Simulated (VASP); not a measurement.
TaC: single point with r2SCAN

Crystal: TaC.

```
Ta C
1.0
     0.00000    2.22700    2.22700
     2.22700    0.00000    2.22700
     2.22700    2.22700    0.00000
Ta C
1 1
Direct
  0.00000 0.00000 0.00000
  0.50000 0.50000 0.50000
```

```
Program                : VASP 6.6.1
Task                   : single point
Functional             : r2SCAN
Potentials or basis    : VASP PAW PBE potentials, release 64 (Ta_pv, C)
Cutoff                 : 660 eV
k mesh                 : 20 × 20 × 20
Occupations            : gaussian, width 0.15 eV
Spin                   : no spin polarisation
Dipole correction      : no
Further INCAR settings : ALGO = Normal; EDIFF = 1e-06; NBANDS = 14
```

```yaml
Pressure: 3.0 GPa
Band_gap_on_the_k_mesh: zero (an odd number of electrons rules out a gap without spin polarisation)
```

Levels at points of the mesh, in eV from the Fermi level:
```csv
k point,band 5,band 6,band 7,band 8,band 9,band 10,band 11,band 12
"(0.00, 0.00, 0.00)",-1.39,-1.39,-1.39,-0.65,-0.65,-0.65,0.57,0.57
"(0.50, 0.00, 0.00)",-9.18,-5.89,-5.89,2.80,2.80,3.89,5.70,10.09
"(0.50, 0.50, 0.00)",-5.03,-4.68,-2.03,-2.03,2.57,4.20,4.20,7.21
```

Run time: 12 min on 1 thread of Intel Xeon 8259CL (shared host), peak memory 0.27 GiB.

Caveat: the cell stands under pressure; the PAW data sets were made with another functional, which shifts forces and pressure a little; spin-orbit coupling is left out, which moves the levels of the heavy elements.
